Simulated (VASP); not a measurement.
Set up this calculation in VASP 6.6.1, as the native input.

| Item | Value |
| --- | --- |
| Task | relaxation of cell and atoms |
| Functional | PBEsol |
| Potentials or basis | VASP PAW PBE potentials, release 64 (Na_pv, H) |
| Cutoff | 600 eV |
| k mesh | 8 × 8 × 8 |
| Occupations | fermi-dirac, width 0.03 eV |
| Spin | no spin polarisation |
| Dipole correction | no |
| Further INCAR settings | ALGO = Normal; EDIFF = 1e-06; IBRION = 2; EDIFFG = -0.01; NSW = 100; ISIF = 3 |

The structure of NaH lies in POSCAR:

```
NaH
1.0
    0.0000000000      2.3864216700      2.3864216700
    2.3864216700      0.0000000000      2.3864216700
    2.3864216700      2.3864216700      0.0000000000
Na H
1 1
Direct
    0.0000000000      0.0000000000      0.0000000000
    0.2500000000      0.2500000000      0.2500000000
```

The input as run:

INCAR

```
SYSTEM = NaH
ALGO = Normal
EDIFF = 1E-6
EDIFFG = -0.01
ENCUT = 600
GGA = PS
IBRION = 2
ISIF = 3
ISMEAR = -1
LASPH = .True.
LCHARG = .False.
LREAL = .False.
LWAVE = .False.
NELM = 60
NSW = 100
PREC = Accurate
SIGMA = 0.03
```

KPOINTS

```
k-points
0
Gamma
  8 8 8
  0 0 0
```

Potentials or basis: VASP PAW PBE potentials, release 64 (Na_pv, H).

Run with:

```bash
$ cat potpaw_PBE.64/Na_pv/POTCAR potpaw_PBE.64/H/POTCAR > POTCAR
$ mpirun -np 1 vasp_std > vasp.out
```

Results of the run:

```yaml
Relaxed_volume: 17.26 Å³/atom
Relaxed_cell: a = 3.655 Å, b = 3.655 Å, c = 3.655 Å, α = 60.00°, β = 60.00°, γ = 60.00°
Space_group_after_relaxing_to_0.05_Å: F-43m (No. 216)
Energy_gained_by_relaxing: 66.4 meV/atom
Ionic_steps: 4
Pressure_after_relaxing: 0.1 GPa
Band_gap_on_the_k_mesh: 3.41 eV, indirect (least direct gap 4.15 eV)
```

Caveat: the volume moved by over 15 % at a fixed basis, so the end points are rough; the PAW data sets were made with another functional, which shifts forces and pressure a little.

It took 24 s on 1 thread of Intel(R) Xeon(R) Platinum 8259CL CPU @ 2.50GHz (Skylake/Cascade Lake) (shared host), peak memory 0.15 GiB.
